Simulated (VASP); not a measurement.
The system is SiGe3.

```
Si Ge
1.0
     1.92285    1.11016    6.28000
    -1.92285    1.11016    6.28000
     0.00000   -2.22032    6.28000
Si Ge
1 3
Direct
  0.00000 0.00000 0.00000
  0.50000 0.50000 0.50000
  0.37500 0.37500 0.37500
  0.87500 0.87500 0.87500
```

| Quantity | Value |
| --- | --- |
| Program | VASP 6.6.1 |
| Task | relaxation of cell and atoms |
| Functional | PBE |
| Potentials or basis | VASP PAW PBE potentials, release 64 (Si, Ge_d) |
| Cutoff | 600 eV |
| k mesh | 8 × 8 × 8 |
| Occupations | fermi-dirac, width 0.02 eV |
| Spin | no spin polarisation |

At the start: pressure 11.6 GPa; volume 20.11 Å³/atom.

**Question.** Where does the relaxation end?

**Answer.** Over 12 steps the energy falls by 91.9 meV/atom and the volume is 22.86 Å³/atom (+13.7 %); space group R3m (No. 160, to 0.05 Å).

Step by step:
```csv
step,energy change (eV),largest force (eV/Å),pressure (GPa),volume (Å³)
1,0.0000,0.5716,11.56,80.43
2,-0.2683,0.0674,-4.15,98.53
3,-0.3645,0.2036,-0.08,91.56
4,-0.3644,0.1968,-0.21,91.79
5,-0.3670,0.0810,-0.22,91.69
6,-0.3676,0.0172,-0.17,91.62
7,-0.3676,0.0179,-0.13,91.62
8,-0.3677,0.0089,0.03,91.36
9,-0.3677,0.0096,0.03,91.40
10,-0.3677,0.0094,0.01,91.43
11,-0.3677,0.0091,-0.02,91.44
12,-0.3677,0.0044,0.00,91.44
```

Final structure:
```yaml
crystal:
  lattice:
    - [2.00710, 1.15880, 6.55225]
    - [-2.00710, 1.15880, 6.55225]
    - [0.00000, -2.31760, 6.55225]
  atoms:
    - { symbol: Si, position: [0.00000, 0.00000, 0.00000] }
    - { symbol: Ge, position: [0.50005, 0.50005, 0.50005] }
    - { symbol: Ge, position: [0.37324, 0.37324, 0.37324] }
    - { symbol: Ge, position: [0.87672, 0.87672, 0.87672] }
```
